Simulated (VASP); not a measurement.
# AlRu (Pmm2) in VASP: further runs

Runs on AlRu. Level: PBEsol. Tasks: single point.

Everything below comes from runs of VASP 6.6.1. Logs are shortened: lines on timing, memory, paths and dates and some standing lists are left out, and cuts for length are marked.

### 1 The cell of the first run

The structure is orthorhombic, space group Pmm2 (No. 25). Conventional cell: a = 2.976 Å, b = 5.953 Å, c = 2.976 Å, α = 90.00°, β = 90.00°, γ = 90.00°. Al (site symmetry m) has 8 Ru at 2.53 to 2.63 Å and 6 Al at 2.83 to 3.12 Å within 3.3 Å. Within 3.4 Å of Ru (site symmetry mm2) lie 8 Al at 2.61 to 2.63 Å and 6 Ru at 2.98 Å. Within 3.3 Å of Ru (site symmetry mm2) lie 8 Al at 2.53 to 2.55 Å and 6 Ru at 2.98 Å.

### 2 Single point, PBEsol (atoms displaced along several vibrational modes)

INCAR reads:

```
PREC = Accurate ; ENCUT = 520
EDIFF = 1E-6 ; ISMEAR = 0
SIGMA = 0.15 ; LREAL = False
LASPH = True ; NELM = 100
ALGO = Fast ; ISIF = 2
LWAVE = False ; LCHARG = False
GGA = PS ; NBANDS = 25
```

KPOINTS reads:

```
Automatic mesh
0
Gamma
  16 16 8
```

POSCAR reads:

```
AlRu
1.0
    2.9763250904      0.0000000000      0.0000000000
    0.0000000000      2.9763250904      0.0000000000
    0.0000000000      0.0000000000      5.9526501809
Al Ru
2 2
Direct
    0.0000000000      0.0000000000     -0.0122634453
    0.0000000000      0.0000000000      0.5122634453
    0.4948258340      0.5000000000      0.2500000000
    0.5051741660      0.5000000000      0.7500000000
```

Potentials or basis: VASP PAW PBE potentials, release 64 (Al, Ru_pv).

Run with:

```
$ cat potpaw_PBE.64/Al/POTCAR potpaw_PBE.64/Ru_pv/POTCAR > POTCAR
$ mpirun -np 1 vasp_std > vasp.out
```

OUTCAR:

```text
PREC = Accurate
   ENCUT = 520
   EDIFF = 1E-6
   ISMEAR = 0
   LREAL = False
   LASPH = True
   NELM = 100
   ISIF = 2
   GGA = PS

 ion  position               nearest neighbor table
   1  0.000  0.000  0.988-   4 2.53   4 2.53   4 2.55   4 2.55   3 2.61   3 2.61   3 2.63   3 2.63
                             2 2.83   2 3.12
   2  0.000  0.000  0.512-   4 2.53   4 2.53   4 2.55   4 2.55   3 2.61   3 2.61   3 2.63   3 2.63
                             1 2.83   1 3.12
   3  0.495  0.500  0.250-   1 2.61   2 2.61   1 2.61   2 2.61   1 2.63   2 2.63   1 2.63   2 2.63
                             4 2.98   4 2.98
   4  0.505  0.500  0.750-   1 2.53   2 2.53   1 2.53   2 2.53   1 2.55   2 2.55   1 2.55   2 2.55
                             3 2.98   3 2.98

  LATTYP: Found a simple tetragonal cell.
 ALAT       =     2.9763250904
 C/A-ratio  =     2.0000000000

  Lattice vectors:

 A1 = (   2.9763250904,   0.0000000000,   0.0000000000)
 A2 = (   0.0000000000,   2.9763250904,   0.0000000000)
 A3 = (   0.0000000000,   0.0000000000,   5.9526501809)

Analysis of symmetry for initial positions (statically):
=====================================================================
 Subroutine PRICEL returns:
 Original cell was already a primitive cell.

 Routine SETGRP: Setting up the symmetry group for a
 simple tetragonal supercell.

 Subroutine GETGRP returns: Found  4 space group operations
 (whereof  2 operations were pure point group operations)
 out of a pool of 16 trial point group operations.

The static configuration has the point symmetry C_1h.
 The point group associated with its full space group is C_2v.

Analysis of symmetry for dynamics (positions and initial velocities):
=====================================================================
 Subroutine PRICEL returns:
 Original cell was already a primitive cell.

 Routine SETGRP: Setting up the symmetry group for a
 simple tetragonal supercell.

 Subroutine GETGRP returns: Found  4 space group operations
 (whereof  2 operations were pure point group operations)
 out of a pool of 16 trial point group operations.

The dynamic configuration has the point symmetry C_1h.
 The point group associated with its full space group is C_2v.

 Subroutine INISYM returns: Found  4 space group operations
 (whereof  2 operations are pure point group operations),
 and found     1 'primitive' translations

[... 90 lines left out ...]
   ISTART =      0    job   : 0-new  1-cont  2-samecut
   ICHARG =      2    charge: 1-file 2-atom 10-const
   ISPIN  =      1    spin polarized calculation?
   LNONCOLLINEAR =      F non collinear calculations
   LSORBIT =      F    spin-orbit coupling
   LASPH  =      T    aspherical Exc in radial PAW
   ENCUT  =  520.0 eV  38.22 Ry    6.18 a.u.   5.53  5.53 11.07*2*pi/ulx,y,z
   NELM   =    100;   NELMIN=  2; NELMDL= -5     # of ELM steps
   EDIFF  = 0.1E-05   stopping-criterion for ELM
   LREAL  =      F    real-space projection
[... 7 lines left out ...]
   TEBEG  =    0.0;   TEEND  =   0.0 temperature during run
   PSTRESS=    0.0 pullay stress
   NELECT =      34.0000    total number of electrons
   NUPDOWN=      -1.0000    fix difference up-down
   EMIN   =  10.00;   EMAX   =-10.00  energy-range for DOS
   EFERMI =   0.00;   METHOD = LEGACY
   ISMEAR =     0;   SIGMA  =   0.15  broadening in eV -4-tet -1-fermi 0-gaus
   EFERMI_NEDOS =   21; number of points for ismear=-14 and -15
   IALGO  =     68    algorithm
   IMIX   =      4    mixing-type and parameters
     AMIX     =   0.40;   BMIX     =  1.00
     AMIX_MAG =   1.60;   BMIX_MAG =  1.00
  volume/ion in A,a.u.               =      13.18        88.96
  Fermi-wavevector in a.u.,A,eV,Ry     =   1.414308  2.672655 27.215300  2.000268
  Thomas-Fermi vector in A             =   2.535864
   LORBIT       =      0    0 simple, 1 ext, 2 COOP (PROOUT), +10 PAW based schemes
   GGA     = PS    functional components
   LHFCALC =     F    Hartree Fock is set to
   AEXX    =    0.0000 exact exchange contribution
   IVDW    =     0    specifies the selected vdW correction
   LEPSILON=     F    determine dielectric tensor
   LRPA    =     F    only Hartree local field effects (RPA)
 non-spin polarized calculation
 RMM-DIIS sequential band-by-band and
 Gauss-broadening in eV      SIGMA  =   0.15
  energy-cutoff  :      520.00
  volume of cell :       52.73
 maximum number of plane-waves:      1447
 NGX is ok and might be reduce to    24
   NGX = 11   NGY = 11   NGZ = 23

 number of electron      33.9999994 magnetization

 Free energy of the ion-electron system (eV)
  ---------------------------------------------------
  ext. energy  EPLUGINS =         0.00000000
  ---------------------------------------------------
  free energy    TOTEN  =       -30.99055590 eV

  energy without entropy =      -30.95456772  energy(sigma->0) =      -30.97256181

 E-fermi :  10.8357     XC(G=0): -12.7638

 val. band max:       10.8327911932   @ k =   0.2500   0.1250   0.0000
 cond. band min:      10.8415868453   @ k =  -0.0625   0.3750   0.2500
 fundamental gap:      0.0087956521
 Fermi energy:        10.8356917417

 k-point     1 :       0.0000    0.0000    0.0000
  band No.  band energies     occupation
      1     -31.1237      2.00000
      2     -30.9068      2.00000
      3     -30.9065      2.00000
      4     -30.9007      2.00000
      5     -30.8850      2.00000
      6     -30.8848      2.00000
[... 661 lines left out ...]
     24      19.1218      0.00000
     25      20.2395      0.00000

 [... further k-points ...]

------------------------ aborting loop because EDIFF is reached ----------------------------------------

  FORCE on cell =-STRESS in cart. coord.  units (eV):
  Direction    XX          YY          ZZ          XY          YZ          ZX
  --------------------------------------------------------------------------------------
  -------------------------------------------------------------------------------------
  Total        0.2015352      0.2050971      0.3127312      0.0000000      0.0000000      0.0000000
  in kB        6.1233694      6.2315931      9.5019048      0.0000000      0.0000000      0.0000000
  external PRESSURE =       7.2856224 kB  Pullay stress =       0.0000000 kB

 VOLUME and BASIS-vectors are now :
 -----------------------------------------------------------------------------
  energy-cutoff  :      520.00
  volume of cell :       52.73
      direct lattice vectors                 reciprocal lattice vectors
     2.976325090  0.000000000  0.000000000     0.335984803  0.000000000  0.000000000
     0.000000000  2.976325090  0.000000000     0.000000000  0.335984803  0.000000000
     0.000000000  0.000000000  5.952650181     0.000000000  0.000000000  0.167992402

 POSITION                                       TOTAL-FORCE (eV/Angst)
 -----------------------------------------------------------------------------------
      0.00000      0.00000      5.87965         0.028132      0.000000      0.850094
      0.00000      0.00000      3.04933         0.028132      0.000000     -0.850094
      1.47276      1.48816      1.48816         0.129038      0.000000      0.000000
      1.50356      1.48816      4.46449        -0.185302      0.000000      0.000000
 -----------------------------------------------------------------------------------
    total drift:                                0.000001      0.000000      0.000000

  FREE ENERGIE OF THE ION-ELECTRON SYSTEM (eV)
  ---------------------------------------------------
  free  energy   TOTEN  =       -30.9905558989 eV

  energy  without entropy=      -30.9545677187  energy(sigma->0) =      -30.97256181
```

Run time: 5.1 min. Hardware: 1 thread of Intel Xeon Platinum 8488C (Sapphire Rapids), shared host; peak memory 0.51 GiB.

What came out:

| Property | Result |
| --- | --- |
| Free energy | -30.9906 eV |
| Pressure | 0.7 GPa |
| Largest force | 0.851 eV/Å |
| Band gap on the k mesh | zero (bands 17 and 18 overlap by 2.82 eV) |

Forces in eV/Å, atoms in the order of the input:
```
Al   0.028  0.000  0.850
Al   0.028  0.000 -0.850
Ru   0.129  0.000  0.000
Ru  -0.185  0.000  0.000
```

Stress tensor (GPa, compression positive):
```
0.61 0.00 0.00
0.00 0.62 0.00
0.00 0.00 0.95
```

Caveat: the cell differs from its parent crystal (atoms displaced along several vibrational modes); the PAW data sets were made with another functional, which shifts forces and pressure a little.

### 3 Single point, PBEsol (atoms displaced along several vibrational modes)

INCAR reads:

```
PREC = Accurate
ENCUT = 520
EDIFF = 1E-6
ISMEAR = 0
SIGMA = 0.15
LREAL = False
LASPH = True
NELM = 100
ALGO = Fast
ISIF = 2
LWAVE = False
LCHARG = False
GGA = PS
NBANDS = 25
```

KPOINTS is that of step 2.

POSCAR: that of step 2 with these lines changed.

```diff
@@ -10,3 +10,3 @@
     0.0000000000      0.0000000000      0.5122634453
-    0.4948258340      0.5000000000      0.2500000000
-    0.5051741660      0.5000000000      0.7500000000
+    0.4741291701      0.5000000000      0.2500000000
+    0.5258708299      0.5000000000      0.7500000000
```

Potentials or basis: VASP PAW PBE potentials, release 64 (Al, Ru_pv).

Run with:

```
$ cat potpaw_PBE.64/Al/POTCAR potpaw_PBE.64/Ru_pv/POTCAR > POTCAR
$ mpirun -np 1 vasp_std > vasp.out
```

Wall time 4.5 min (1 thread of Intel Xeon Platinum 8488C (Sapphire Rapids), shared host); peak memory 0.52 GiB.

The run converged. Its results:

* Free energy: -30.9329 eV
* Pressure: 1.2 GPa
* Largest force: 0.914 eV/Å
* Band gap on the k mesh: zero (bands 17 and 18 overlap by 2.77 eV)

Forces in eV/Å, atoms in the order of the input:
```
Al   0.140  0.000  0.860
Al   0.140  0.000 -0.860
Ru   0.634  0.000  0.000
Ru  -0.914  0.000  0.000
```

Stress tensor (GPa, compression positive):
```
0.96 0.00 0.00
0.00 1.22 0.00
0.00 0.00 1.55
```

Levels at points of the mesh, in eV from the Fermi level:
```tsv
k point	band 15	band 16	band 17	band 18	band 19	band 20
(0.00, 0.00, 0.00)	0.12	0.13	0.17	0.47	2.28	6.12
(0.50, 0.00, 0.00)	-1.21	-1.17	-1.14	0.42	1.51	2.34
(0.00, 0.50, 0.00)	-1.35	-1.17	-1.14	0.42	1.52	2.31
(0.50, 0.50, 0.00)	-1.23	1.53	1.65	1.66	2.77	4.07
(0.00, 0.00, 0.50)	-0.79	-0.77	0.17	0.42	3.13	3.23
(0.50, 0.00, 0.50)	-1.37	-1.25	-0.58	-0.39	2.12	2.22
(0.00, 0.50, 0.50)	-1.53	-1.17	-0.56	-0.37	2.11	2.22
(0.50, 0.50, 0.50)	1.54	1.59	1.64	1.64	2.08	2.14
```

Caveat: the cell differs from its parent crystal (atoms displaced along several vibrational modes); the PAW data sets were made with another functional, which shifts forces and pressure a little.
